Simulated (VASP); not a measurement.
Input of a VASP 6.6.1 run:

INCAR

```
SYSTEM = Al2Cu
PREC = Accurate ; ENCUT = 520
EDIFF = 1E-6 ; ISMEAR = 0
SIGMA = 0.15 ; LREAL = .FALSE.
LASPH = .TRUE. ; NELM = 60
ALGO = Fast ; ISIF = 2
LWAVE = .FALSE. ; LCHARG = .TRUE.
GGA = CA ; LELF = .TRUE.
LVHAR = .TRUE. ; NBANDS = 16
```

KPOINTS

```
regular mesh
0
G
  14 14 14
  0 0 0
```

Contents of POSCAR:

```
Al2Cu
1.0
   -2.0982333072      2.0982333072      2.9296000000
    2.0982333072     -2.0982333072      2.9296000000
    2.0982333072      2.0982333072     -2.9296000000
Al Cu
2 1
Direct
    0.7500000000      0.2500000000      0.5000000000
    0.2500000000      0.7500000000      0.5000000000
    0.5000000000      0.5000000000      0.0000000000
```

Potentials or basis: VASP PAW LDA potentials, release 64 (Al, Cu).

Launch:

```bash
$ cat potpaw_LDA.64/Al/POTCAR potpaw_LDA.64/Cu/POTCAR > POTCAR
$ mpirun -np 1 vasp_std > vasp.out
```

Question: What does it give for the band gap on the k mesh?

Answer: Zero (an odd number of electrons rules out a gap without spin polarisation).

Question: Predict the pressure.

Answer: -9.9 GPa.

Stress tensor (GPa, compression positive):
```
-10.19   0.00   0.00
  0.00 -10.19   0.00
  0.00   0.00  -9.28
```

Caveat: the cell stands under tension.
